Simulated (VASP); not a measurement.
A run of VASP 6.6.1 is set up as follows.

The input POSCAR:

```
SrTiO3
1.0
   -2.7555000000      2.7555000000      3.8980000000
    2.7555000000     -2.7555000000      3.8980000000
    2.7555000000      2.7555000000     -3.8980000000
Sr Ti O
2 2 6
Direct
    0.7500000000      0.2500000000      0.5000000000
    0.2500000000      0.7500000000      0.5000000000
    0.0000000000      0.0000000000      0.0000000000
    0.5000000000      0.5000000000      0.0000000000
    0.2500000000      0.2500000000      0.0000000000
    0.7500000000      0.7500000000      0.0000000000
    0.7283236544      0.2283236544      0.9566473088
    0.2283236544      0.2716763456      0.5000000000
    0.2716763456      0.7716763456      0.0433526912
    0.7716763456      0.7283236544      0.5000000000
```

Contents of INCAR.step1:

```
SYSTEM = SrTiO3
PREC = Accurate
ENCUT = 520
ISMEAR = -1
SIGMA = 0.02
LREAL = .FALSE.
LASPH = .TRUE.
NELM = 60
NBANDS = 51
GGA = PE
ALGO = Normal
EDIFF = 1E-4
LWAVE = .TRUE.
LCHARG = .FALSE.
```

Contents of INCAR.step2:

```
SYSTEM = SrTiO3
PREC = Accurate
ENCUT = 520
EDIFF = 1E-8
ISMEAR = -1
SIGMA = 0.02
LREAL = .FALSE.
LASPH = .TRUE.
NELM = 60
ALGO = Normal
ISIF = 2
LWAVE = .FALSE.
LCHARG = .FALSE.
METAGGA = R2SCAN
LMIXTAU = .TRUE.
LEFG = .TRUE.
NBANDS = 51
ISTART = 1
```

KPOINTS

```
Automatic mesh
0
G
  8 8 8
  0 0 0
```

Potentials or basis: VASP PAW PBE potentials, release 64 (Sr_sv, Ti_sv, O).

Command:

```bash
$ cat potpaw_PBE.64/Sr_sv/POTCAR potpaw_PBE.64/Ti_sv/POTCAR potpaw_PBE.64/O/POTCAR > POTCAR
$ cp INCAR.step1 INCAR
$ mpirun -np 1 vasp_std > vasp.out
$ cp INCAR.step2 INCAR
$ mpirun -np 1 vasp_std > vasp.out
```

**Question.** Estimate the band gap on the k mesh.

**Answer.** 2.37 eV.

**Question.** Estimate the pressure.

**Answer.** 2.1 GPa.

Stress tensor (GPa, compression positive):
```
1.70 0.00 0.00
0.00 1.70 0.00
0.00 0.00 2.95
```

Caveat: without QUAD_EFG the Cq values of the log hold for a quadrupole moment of 1 mb, not for the nuclei; the PAW data sets were made with another functional, which shifts forces and pressure a little. A k mesh can miss the band edges.
